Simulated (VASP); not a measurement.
**Li: single point with PBE**

Li:

```
CELL_PARAMETERS angstrom
8.04662 -2.78768 0.00000
8.04662 2.78768 0.00000
0.00000 0.00000 5.40686
ATOMIC_POSITIONS crystal
Li 0.74405 0.25595 0.09781
Li 0.25595 0.74405 0.90219
Li 0.75595 0.24405 0.59781
Li 0.24405 0.75595 0.40219
Li 0.04518 0.28196 0.25387
Li 0.28196 0.04518 0.74613
Li 0.78196 0.54518 0.75387
Li 0.54518 0.78196 0.24613
Li 0.95482 0.71804 0.74613
Li 0.71804 0.95482 0.25387
Li 0.21804 0.45482 0.24613
Li 0.45482 0.21804 0.75387
```

| Item | Value |
| --- | --- |
| Program | VASP 6.6.1 |
| Task | single point |
| Functional | PBE |
| Potentials or basis | VASP PAW PBE potentials, release 64 (Li_sv) |
| Cutoff | 520 eV |
| k mesh | 4 × 4 × 4 |
| Occupations | gaussian, width 0.1 eV |
| Spin | no spin polarisation |
| Dipole correction | no |
| Further INCAR settings | ALGO = Fast; EDIFF = 1e-06; NBANDS = 30 |

```
Largest force          : 0.028 eV/Å
Band gap on the k mesh : zero (bands 18 and 19 overlap by 1.28 eV)
```

Forces on the atoms (eV/Å):
```
Li   0.000  0.000 -0.028
Li   0.000  0.000  0.028
Li   0.000  0.000 -0.028
Li   0.000  0.000  0.028
Li  -0.013 -0.017 -0.001
Li  -0.013  0.017  0.001
Li  -0.013  0.017 -0.001
Li  -0.013 -0.017  0.001
Li   0.013  0.017  0.001
Li   0.013 -0.017 -0.001
Li   0.013 -0.017  0.001
Li   0.013  0.017 -0.001
```

Levels at points of the mesh, in eV from the Fermi level:
| k point | band 15 | band 16 | band 17 | band 18 | band 19 | band 20 | band 21 | band 22 |
| --- | --- | --- | --- | --- | --- | --- | --- | --- |
| (0.00, 0.00, 0.00) | -1.87 | -0.34 | -0.14 | 0.25 | 0.55 | 0.56 | 1.19 | 1.27 |
| (0.50, 0.00, 0.00) | -1.67 | -1.67 | -0.01 | -0.01 | 0.70 | 0.70 | 1.37 | 1.37 |
| (0.50, 0.50, 0.00) | -0.58 | -0.37 | -0.11 | 0.17 | 0.52 | 0.56 | 1.44 | 1.47 |
| (0.00, 0.00, 0.50) | -0.87 | -0.87 | -0.84 | -0.84 | 0.54 | 0.54 | 0.94 | 0.94 |
| (0.50, 0.00, 0.50) | -1.59 | -1.59 | -0.68 | -0.68 | -0.68 | -0.68 | 1.05 | 1.05 |
| (0.50, 0.50, 0.50) | -2.14 | -2.14 | 0.25 | 0.25 | 0.67 | 0.67 | 1.63 | 1.63 |

Wall time 8.7 min on 1 thread of Oxide Virtual Turin-like Processor (shared host), peak memory 0.39 GiB.
